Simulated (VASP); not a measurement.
Si2Ni: single point with LDA

Crystal: Si2Ni.

```
CELL_PARAMETERS angstrom
0.00000 2.82724 2.82724
2.82724 0.00000 2.82724
2.82724 2.82724 0.00000
ATOMIC_POSITIONS crystal
Si 0.25000 0.25000 0.25000
Si 0.75000 0.75000 0.75000
Ni 0.00000 0.00000 0.00000
```

```yaml
Program: VASP 6.6.1
Task: single point
Functional: LDA
Potentials_or_basis: VASP PAW LDA potentials, release 64 (Si, Ni)
Cutoff: 520 eV
k_mesh: 14 × 14 × 14
Occupations: gaussian, width 0.15 eV
Spin: collinear spin, ferromagnetic start
Starting_moments: "[0.0, 0.0, 0.25] μB"
Fixed_moment: 0.25 μB
Dipole_correction: no
Further_INCAR_settings: ALGO = Normal; EDIFF = 1e-07; NBANDS = 20
```

- Pressure: -18.6 GPa
- Net moment: 0.25 μB per cell
- Site moments: Si +0.03; Ni +0.13 μB
- Valence electrons inside the program's atomic spheres: Si 1.54; Ni 9.53

It took 5.9 min on 1 thread of AMD EPYC 7R13, with other jobs on the host, peak memory 0.23 GiB.

Caveat: the cell stands under tension; the total moment is fixed, so each spin has its own Fermi level and the state may be an excited one.
